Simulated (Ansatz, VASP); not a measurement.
Hf in VASP and in Ansatz

```
Hf
1.0
    -1.77360    1.77360    1.77360
     1.77360   -1.77360    1.77360
     1.77360    1.77360   -1.77360
Hf
1
Direct
  0.00000 0.00000 0.00000
```

Alike in both runs: task single point; functional PBE; k mesh 16 × 16 × 16; occupations fermi-dirac, width 0.15 eV; no spin polarisation.

|  | VASP | Ansatz |
| --- | --- | --- |
| version | VASP 6.6.1 | Ansatz 0.2.0 |
| potentials or method | VASP PAW PBE potentials, release 64 (Hf_pv), cutoff 520 eV | all-electron LAPW, scalar-relativistic |

Ansatz gave:

* pressure (GPa): 0.6

Q: Which values does VASP return?

A: Pressure (GPa): 0.2.

Ansatz ran all-electron here, and VASP with PAW potentials.

Spin-orbit coupling is off throughout.
